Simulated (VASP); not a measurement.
Write the native input for VASP 6.6.1 that does the following.

```
Task                   : single point
Functional             : RPBE
Dispersion             : D4
Potentials or basis    : VASP PAW PBE potentials, release 64 (Al, O_h)
Cutoff                 : 1340 eV
k mesh                 : 11 × 11 × 3
Occupations            : fermi-dirac, width 0.05 eV
Spin                   : no spin polarisation
Dipole correction      : no
Further INCAR settings : ALGO = Normal; EDIFF = 1e-06; NBANDS = 20
```

The structure of Al2O3 lies in POSCAR:

```
Al2O3
1.0
    2.8628988566      0.0000000000      0.0000000000
   -1.4314494283      2.4793431383      0.0000000000
    0.0000000000      0.0000000000      7.1960547189
Al O
2 3
Direct
    0.0000000000      0.0000000000      0.8071944447
    0.0000000000      0.0000000000      0.1928055553
    0.3333333333      0.6666666667      0.7117928226
    0.6666666667      0.3333333333      0.0000000000
    0.3333333333      0.6666666667      0.2882071774
```

These files were run (other wordings do the same):

INCAR

```
PREC     = Accurate       # precision mode
ENCUT    = 1340           # plane-wave cutoff, eV
EDIFF    = 1E-6           # SCF threshold, eV
ISMEAR   = -1             # smearing method
SIGMA    = 0.05           # smearing width, eV
LREAL    = False          # projectors in reciprocal space
LASPH    = True           # aspherical terms in the spheres
NELM     = 120            # most SCF steps
ALGO     = Normal         # electronic algorithm
ISIF     = 2              # what is computed and relaxed
LWAVE    = False          # write WAVECAR
LCHARG   = False          # write CHGCAR
GGA      = RP             # functional
IVDW     = 13             # dispersion correction
NBANDS   = 20             # bands
GGA_COMPAT= False
```

KPOINTS

```
regular mesh
0
Gamma
  11 11 3
```

Potentials or basis: VASP PAW PBE potentials, release 64 (Al, O_h).

Launch:

```console
$ cat potpaw_PBE.64/Al/POTCAR potpaw_PBE.64/O_h/POTCAR > POTCAR
$ mpirun -np 1 vasp_std > vasp.out
```

Results of the run:

```yaml
Pressure: -0.8 GPa
Largest_force: 0.050 eV/Å
Band_gap_on_the_k_mesh: 4.63 eV (least direct gap 4.74 eV)
Dispersion_energy_per_atom: -0.497 eV
```

Caveat: the PAW data sets were made with another functional, which shifts forces and pressure a little.

It took 120 s on 1 thread of Intel(R) Xeon(R) Platinum 8259CL CPU @ 2.50GHz (Skylake/Cascade Lake), with other jobs on the host, peak memory 0.36 GiB.
